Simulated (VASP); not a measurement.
Rh:

```xyz
1
Lattice="0.0000 1.7569 1.7569 1.7569 0.0000 1.7569 1.7569 1.7569 0.0000" Properties=species:S:1:pos:R:3 pbc="T T T"
Rh    0.0000    0.0000    0.0000
```

Base run:

- Program: VASP 6.6.1
- Functional: LDA
- Potentials or basis: VASP PAW LDA potentials, release 64 (Rh_pv)
- Cutoff: 520 eV
- k mesh: 22 × 22 × 22
- Occupations: gaussian, width 0.15 eV
- Spin: collinear spin, ferromagnetic start
- Starting moments: [0.375] μB
- Fixed moment: 0.375 μB

Its results: pressure 107.3 GPa; site moments Rh +0.36 μB.

Problem. The run is repeated on the same cell with these changes: fixed moment from 0.375 μB to 0.875 μB; moments at the start from [0.38] to [0.88]. What comes out?

Solution. Pressure 115.5 GPa; site moments Rh +0.85 μB.

Caveats: the cell stands under pressure; the total moment is fixed, so each spin has its own Fermi level and the state may be an excited one.
